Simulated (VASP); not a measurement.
# SiO2 (P4_2/mnm) in VASP: single point with HSE06

Aim: the single point of SiO2 with HSE06.

Everything below comes from runs of VASP 6.6.1. Logs are shortened: lines on timing, memory, paths and dates and some standing lists are left out, and cuts for length are marked.

## 1. The cell of the first run

Symmetry: P4_2/mnm, No. 136, tetragonal system. Conventional cell: a = 4.143 Å, b = 4.143 Å, c = 2.642 Å, α = 90.00°, β = 90.00°, γ = 90.00°. Si (site symmetry mmm) has 6 O at 1.75 to 1.79 Å within 2.3 Å. Within 2.3 Å of O (site symmetry m2m) lie 3 Si at 1.75 to 1.79 Å and 1 O at 2.28 Å.

## 2. Single point, HSE06 (strain -1.0%)

File POSCAR:

```
SiO2
1.0
    4.1433369106      0.0000000000      0.0000000000
    0.0000000000      4.1433369106      0.0000000000
    0.0000000000      0.0000000000      2.6421514920
Si O
2 4
Direct
    0.0000000000      0.0000000000      0.0000000000
    0.5000000000      0.5000000000      0.5000000000
    0.3050916275      0.3050916275      0.0000000000
    0.1949083725      0.8050916275      0.5000000000
    0.8050916275      0.1949083725      0.5000000000
    0.6949083725      0.6949083725      0.0000000000
```

File INCAR.step1:

```
SYSTEM = SiO2
  ALGO = Normal
  EDIFF = 1E-5
  ENCUT = 520
  GGA = PE
  ISIF = 2
  ISMEAR = 0
  KPAR = 4
  LASPH = .True.
  LCHARG = .False.
  LREAL = .False.
  LWAVE = .True.
  NBANDS = 25
  NELM = 80
  PREC = Accurate
  SIGMA = 0.01
```

File INCAR.step2:

```
SYSTEM = SiO2
  ALGO = Normal
  EDIFF = 1E-6
  ENCUT = 520
  GGA = PE
  HFSCREEN = 0.2079
  ISIF = 2
  ISMEAR = 0
  ISTART = 1
  KPAR = 4
  LASPH = .True.
  LCHARG = .False.
  LHFCALC = .True.
  LREAL = .False.
  LWAVE = .False.
  NBANDS = 25
  NELM = 80
  PREC = Accurate
  PRECFOCK = Fast
  SIGMA = 0.01
```

File KPOINTS:

```
k-points
0
Gamma
  4 4 6
  0 0 0
```

Potentials or basis: VASP PAW PBE potentials, release 64 (Si, O).

On the command line:

```console
$ cat potpaw_PBE.64/Si/POTCAR potpaw_PBE.64/O/POTCAR > POTCAR
$ cp INCAR.step1 INCAR
$ mpirun -np 4 vasp_std > vasp.out
$ cp INCAR.step2 INCAR
$ mpirun -np 4 vasp_std > vasp.out
```

OUTCAR:

```text
SYSTEM = SiO2
   EDIFF = 1E-6
   ENCUT = 520
   GGA = PE
   HFSCREEN = 0.2079
   ISIF = 2
   ISMEAR = 0
   ISTART = 1
   LASPH = .True.
   LHFCALC = .True.
   LREAL = .False.
   NELM = 80
   PREC = Accurate
   PRECFOCK = Fast

 ion  position               nearest neighbor table
   1  0.000  0.000  0.000-   4 1.75   5 1.75   4 1.75   5 1.75   3 1.79   6 1.79
   2  0.500  0.500  0.500-   3 1.75   6 1.75   3 1.75   6 1.75   5 1.79   4 1.79
   3  0.305  0.305  0.000-   2 1.75   2 1.75   1 1.79
   4  0.195  0.805  0.500-   1 1.75   1 1.75   2 1.79
   5  0.805  0.195  0.500-   1 1.75   1 1.75   2 1.79
   6  0.695  0.695  0.000-   2 1.75   2 1.75   1 1.79

  LATTYP: Found a simple tetragonal cell.
 ALAT       =     4.1433369106
 C/A-ratio  =     0.6376868570

  Lattice vectors:

 A1 = (   4.1433369106,   0.0000000000,   0.0000000000)
 A2 = (   0.0000000000,   4.1433369106,   0.0000000000)
 A3 = (   0.0000000000,   0.0000000000,   2.6421514920)

Analysis of symmetry for initial positions (statically):
=====================================================================
 Subroutine PRICEL returns:
 Original cell was already a primitive cell.

 Routine SETGRP: Setting up the symmetry group for a
 simple tetragonal supercell.

 Subroutine GETGRP returns: Found 16 space group operations
 (whereof  8 operations were pure point group operations)
 out of a pool of 16 trial point group operations.

The static configuration has the point symmetry D_2h.
 The point group associated with its full space group is D_4h.

Analysis of symmetry for dynamics (positions and initial velocities):
=====================================================================
 Subroutine PRICEL returns:
 Original cell was already a primitive cell.

 Routine SETGRP: Setting up the symmetry group for a
 simple tetragonal supercell.

 Subroutine GETGRP returns: Found 16 space group operations
 (whereof  8 operations were pure point group operations)
 out of a pool of 16 trial point group operations.

The dynamic configuration has the point symmetry D_2h.
 The point group associated with its full space group is D_4h.

 Subroutine INISYM returns: Found 16 space group operations
 (whereof  8 operations are pure point group operations),
 and found     1 'primitive' translations

----------------------------------------------------------------------------------------

                                     Primitive cell

  volume of cell :      45.3585

  direct lattice vectors                    reciprocal lattice vectors
     4.143336911  0.000000000  0.000000000     0.241351360  0.000000000  0.000000000
     0.000000000  4.143336911  0.000000000     0.000000000  0.241351360  0.000000000
     0.000000000  0.000000000  2.642151492     0.000000000  0.000000000  0.378479434

  length of vectors
     4.143336911  4.143336911  2.642151492     0.241351360  0.241351360  0.378479434

  position of ions in fractional coordinates (direct lattice)
     0.000000000  0.000000000  0.000000000
     0.500000000  0.500000000  0.500000000
     0.305091627  0.305091627  0.000000000
     0.194908373  0.805091627  0.500000000
     0.805091627  0.194908373  0.500000000
     0.694908373  0.694908373  0.000000000

  ion indices of the primitive-cell ions
   primitive index   ion index
                 1           1
                 2           2
                 3           3
                 4           4
                 5           5
                 6           6

----------------------------------------------------------------------------------------

 KPOINTS: k-points

Automatic generation of k-mesh.
 Grid dimensions read from file:
 generate k-points for:    4    4    6

 Generating k-lattice:

  Cartesian coordinates                     Fractional coordinates (reciprocal lattice)
     0.060337840  0.000000000  0.000000000     0.250000000  0.000000000  0.000000000
     0.000000000  0.060337840  0.000000000     0.000000000  0.250000000  0.000000000
     0.000000000  0.000000000  0.063079906     0.000000000  0.000000000  0.166666667

  Length of vectors
     0.060337840  0.060337840  0.063079906

  Shift w.r.t. Gamma in fractional coordinates (k-lattice)
     0.000000000  0.000000000  0.000000000

 Subroutine IBZKPT returns following result:
 ===========================================

 Found     24 irreducible k-points:

 Following reciprocal coordinates:
            Coordinates               Weight
  0.000000  0.000000  0.000000      1.000000
  0.250000  0.000000  0.000000      4.000000
  0.500000  0.000000  0.000000      2.000000
  0.250000  0.250000  0.000000      4.000000
  0.500000  0.250000  0.000000      4.000000
  0.500000  0.500000  0.000000      1.000000
[... 16 lines left out ...]
  0.500000  0.250000  0.500000      4.000000
  0.500000  0.500000  0.500000      1.000000
   k-points           NKPTS =     24   k-points in BZ     NKDIM =     96   number of bands    NBANDS=     25
   number of dos      NEDOS =    301   number of ions     NIONS =      6
   total plane-waves  NPLWV =  20480
   dimension x,y,z NGX =    32 NGY =   32 NGZ =   20
   dimension x,y,z NGXF=    64 NGYF=   64 NGZF=   40
   ions per type =               2   4
   NGX,Y,Z   is equivalent  to a cutoff of  12.84, 12.84, 12.58 a.u.
   NGXF,Y,Z  is equivalent  to a cutoff of  25.68, 25.68, 25.17 a.u.
 SYSTEM =  SiO2
   PREC   = accura    normal or accurate (medium, high low for compatibility)
   ISTART =      1    job   : 0-new  1-cont  2-samecut
   ICHARG =      0    charge: 1-file 2-atom 10-const
   ISPIN  =      1    spin polarized calculation?
   LNONCOLLINEAR =      F non collinear calculations
   LSORBIT =      F    spin-orbit coupling
   LASPH  =      T    aspherical Exc in radial PAW
   ENCUT  =  520.0 eV  38.22 Ry    6.18 a.u.   7.70  7.70  4.91*2*pi/ulx,y,z
   NELM   =     80;   NELMIN=  2; NELMDL=  0     # of ELM steps
   EDIFF  = 0.1E-05   stopping-criterion for ELM
   LREAL  =      F    real-space projection
   EDIFFG = 0.1E-04   stopping-criterion for IOM
   NSW    =      0    number of steps for IOM
   IBRION =     -1    ionic relax: 0-MD 1-quasi-New 2-CG
   NFREE  =      0    steps in history (QN), initial steepest desc. (CG)
   ISIF   =      2    stress and relaxation
   ISYM   =      3    0-nonsym 1-usesym 2-fastsym
   POTIM  = 0.5000    time-step for ionic-motion
   TEBEG  =    0.0;   TEEND  =   0.0 temperature during run
   PSTRESS=    0.0 pullay stress
   NELECT =      32.0000    total number of electrons
   NUPDOWN=      -1.0000    fix difference up-down
   EMIN   =  10.00;   EMAX   =-10.00  energy-range for DOS
   EFERMI =   0.00;   METHOD = LEGACY
   ISMEAR =     0;   SIGMA  =   0.01  broadening in eV -4-tet -1-fermi 0-gaus
   EFERMI_NEDOS =   21; number of points for ismear=-14 and -15
   IALGO  =     38    algorithm
   IMIX   =      1    mixing-type and parameters
     AMIX     =   0.40;   BMIX     =  1.00
     AMIX_MAG =   1.60;   BMIX_MAG =  1.00
  volume/ion in A,a.u.               =       7.56        51.02
  Fermi-wavevector in a.u.,A,eV,Ry     =   1.457378  2.754044 28.898086  2.123949
  Thomas-Fermi vector in A             =   2.574186
   LORBIT       =      0    0 simple, 1 ext, 2 COOP (PROOUT), +10 PAW based schemes
   GGA     = PE    functional components
   LHFCALC =     T    Hartree Fock is set to
   PRECFOCK=fast      Normal, Fast or Accurate (Low or Medium for compatibility)
   ENCUT4O =  -1.0   cutoff for four orbital integrals eV
   NKREDX  =     1    reduce k-point grid by
   NKREDY  =     1    reduce k-point grid by
   NKREDZ  =     1    reduce k-point grid by
   AEXX    =    0.2500 exact exchange contribution
   HFSCREEN=    0.2079 screening length (either q_TF or 0.3 A-1)
   HFSCREENC=   0.2079 screening length for correlation (either q_TF or 0.3 A-1)
   ENCUTFOCK=  -1.0 apply spherical cutoff to Coloumb kernel
   IVDW    =     0    specifies the selected vdW correction
   LEPSILON=     F    determine dielectric tensor
   LRPA    =     F    only Hartree local field effects (RPA)
 non-spin polarized calculation
 Gauss-broadening in eV      SIGMA  =   0.01
  energy-cutoff  :      520.00
  volume of cell :       45.36
 maximum number of plane-waves:      1254
 NGX is ok and might be reduce to    32
  NGX = 18; NGY = 18; NGZ = 12

 number of electron      31.9999976 magnetization

 Free energy of the ion-electron system (eV)
  ---------------------------------------------------
  ext. energy  EPLUGINS =         0.00000000
  ---------------------------------------------------
  free energy    TOTEN  =       -57.26365108 eV

  energy without entropy =      -57.26365108  energy(sigma->0) =      -57.26365108

 E-fermi :   7.3088     XC(G=0): -10.1425

 val. band max:        7.2278440185   @ k =   0.0000   0.0000   0.0000
 cond. band min:      15.4139681924   @ k =   0.0000   0.0000   0.0000
 fundamental gap:      8.1861241739
 Fermi energy:         7.3088188488

 k-point     1 :       0.0000    0.0000    0.0000
  band No.  band energies     occupation
      1     -17.2946      2.00000
      2     -13.3620      2.00000
      3     -13.3620      2.00000
      4     -13.0117      2.00000
      5      -4.4304      2.00000
      6       0.3295      2.00000
[... 17 lines left out ...]
     24      24.5534      0.00000
     25      25.8366      0.00000

 k-point     2 :       0.2500    0.0000    0.0000
  band No.  band energies     occupation
      1     -16.9397      2.00000
      2     -14.5277      2.00000
      3     -13.1833      2.00000
      4     -12.5845      2.00000
      5      -3.9599      2.00000
      6      -1.0354      2.00000
[... 17 lines left out ...]
     24      23.5607      0.00000
     25      25.3776      0.00000

 k-point     3 :       0.5000    0.0000    0.0000
  band No.  band energies     occupation
      1     -15.9387      2.00000
      2     -15.9387      2.00000
      3     -12.7804      2.00000
      4     -12.7804      2.00000
      5      -2.7458      2.00000
      6      -2.7458      2.00000
[... 17 lines left out ...]
     24      23.4213      0.00000
     25      24.7968      0.00000

 k-point     4 :       0.2500    0.2500    0.0000
  band No.  band energies     occupation
      1     -16.6062      2.00000
      2     -14.7003      2.00000
      3     -13.5719      2.00000
      4     -12.6755      2.00000
      5      -3.3646      2.00000
      6      -0.8534      2.00000
[... 17 lines left out ...]
     24      23.0557      0.00000
     25      25.1004      0.00000

 k-point     5 :       0.5000    0.2500    0.0000
  band No.  band energies     occupation
      1     -15.6995      2.00000
      2     -15.6995      2.00000
      3     -13.2298      2.00000
      4     -13.2298      2.00000
      5      -2.0410      2.00000
      6      -2.0410      2.00000
[... 17 lines left out ...]
     24      24.0401      0.00000
     25      24.0402      0.00000

 k-point     6 :       0.5000    0.5000    0.0000
  band No.  band energies     occupation
      1     -15.3547      2.00000
      2     -15.3547      2.00000
      3     -13.7686      2.00000
      4     -13.7686      2.00000
      5      -1.0745      2.00000
      6      -1.0745      2.00000
[... 17 lines left out ...]
     24      23.2968      0.00000
     25      24.3042      0.00000
[... 393 lines left out ...]
 k-point    21 :       0.5000    0.0000    0.5000
  band No.  band energies     occupation
      1     -14.0520      2.00000
      2     -14.0520      2.00000
      3     -12.7828      2.00000
      4     -12.7828      2.00000
      5      -2.7351      2.00000
      6      -2.7351      2.00000
[... 17 lines left out ...]
     24      24.5738      0.00000
     25      24.6708      0.00000

 k-point    22 :       0.2500    0.2500    0.5000
  band No.  band energies     occupation
      1     -14.1616      2.00000
      2     -14.0732      2.00000
      3     -12.7528      2.00000
      4     -12.5945      2.00000
      5      -3.8059      2.00000
      6      -2.6578      2.00000
[... 17 lines left out ...]
     24      24.5626      0.00000
     25      24.6328      0.00000

 k-point    23 :       0.5000    0.2500    0.5000
  band No.  band energies     occupation
      1     -14.0100      2.00000
      2     -14.0100      2.00000
      3     -12.7519      2.00000
      4     -12.7519      2.00000
      5      -3.7141      2.00000
      6      -3.7141      2.00000
[... 17 lines left out ...]
     24      23.2853      0.00000
     25      25.6627      0.00000

 k-point    24 :       0.5000    0.5000    0.5000
  band No.  band energies     occupation
      1     -13.9665      2.00000
      2     -13.9665      2.00000
      3     -12.7211      2.00000
      4     -12.7211      2.00000
      5      -4.2717      2.00000
      6      -4.2717      2.00000
[... 17 lines left out ...]
     24      23.5152      0.00000
     25      26.1040      0.00000

------------------------ aborting loop because EDIFF is reached ----------------------------------------

  FORCE on cell =-STRESS in cart. coord.  units (eV):
  Direction    XX          YY          ZZ          XY          YZ          ZX
  --------------------------------------------------------------------------------------
  -------------------------------------------------------------------------------------
  Total        2.0647539      2.0647539      2.8317367      0.0000000      0.0000000      0.0000000
  in kB       72.9324281     72.9324281    100.0242344      0.0000000      0.0000000      0.0000000
  external PRESSURE =      81.9630302 kB  Pullay stress =       0.0000000 kB

 VOLUME and BASIS-vectors are now :
 -----------------------------------------------------------------------------
  energy-cutoff  :      520.00
  volume of cell :       45.36
      direct lattice vectors                 reciprocal lattice vectors
     4.143336911  0.000000000  0.000000000     0.241351360  0.000000000  0.000000000
     0.000000000  4.143336911  0.000000000     0.000000000  0.241351360  0.000000000
     0.000000000  0.000000000  2.642151492     0.000000000  0.000000000  0.378479434

 POSITION                                       TOTAL-FORCE (eV/Angst)
 -----------------------------------------------------------------------------------
      0.00000      0.00000      0.00000         0.000000      0.000000     -0.000000
      2.07167      2.07167      1.32108         0.000000      0.000000     -0.000000
      1.26410      1.26410      0.00000         0.027757      0.027757      0.000000
      0.80757      3.33577      1.32108        -0.027757      0.027757      0.000000
      3.33577      0.80757      1.32108         0.027757     -0.027757     -0.000000
      2.87924      2.87924      0.00000        -0.027757     -0.027757     -0.000000
 -----------------------------------------------------------------------------------
    total drift:                               -0.000000     -0.000000     -0.000007

  FREE ENERGIE OF THE ION-ELECTRON SYSTEM (eV)
  ---------------------------------------------------
  free  energy   TOTEN  =       -57.2636510764 eV

  energy  without entropy=      -57.2636510764  energy(sigma->0) =      -57.26365108
```

Wall time 7 min (4 MPI ranks of Intel Xeon Platinum 8375C at 2.90GHz (Ice Lake), shared host); peak memory 0.27 GiB.

Results:

| Property | Result |
| --- | --- |
| Free energy | -57.2637 eV |
| Pressure | 8.2 GPa |
| Largest force | 0.039 eV/Å |
| Band gap on the k mesh | 8.19 eV, direct |

Forces in eV/Å, atoms in the order of the input:
```
Si   0.000  0.000  0.000
Si   0.000  0.000  0.000
O    0.028  0.028  0.000
O   -0.028  0.028  0.000
O    0.028 -0.028  0.000
O   -0.028 -0.028  0.000
```

Stress tensor (GPa, compression positive):
```
 7.29  0.00  0.00
 0.00  7.29  0.00
 0.00  0.00 10.00
```

Levels at points of the mesh, in eV from the valence-band top:
```csv
k point,band 12,band 13,band 14,band 15,band 16,band 17,band 18,band 19,band 20,band 21
"(0.00, 0.00, 0.00)",-3.16,-2.41,-0.86,-0.86,0.00,8.19,8.87,10.83,10.83,13.21
"(0.50, 0.00, 0.00)",-4.19,-2.65,-2.65,-1.11,-1.11,10.30,10.30,11.43,11.43,13.45
"(0.50, 0.50, 0.00)",-3.31,-2.83,-2.83,-2.54,-2.54,9.97,9.97,12.56,12.56,15.86
"(0.00, 0.00, 0.50)",-4.82,-3.40,-3.40,-2.94,-2.94,11.75,11.75,15.24,15.24,15.62
"(0.50, 0.00, 0.50)",-4.23,-2.36,-2.36,-1.93,-1.93,11.25,11.25,12.36,12.36,14.60
"(0.50, 0.50, 0.50)",-4.66,-1.84,-1.84,-1.74,-1.74,9.59,9.59,13.43,13.43,13.94
```

Caveat: the cell differs from its parent crystal (strain -1.0%); the PAW data sets were made with another functional, which shifts forces and pressure a little.
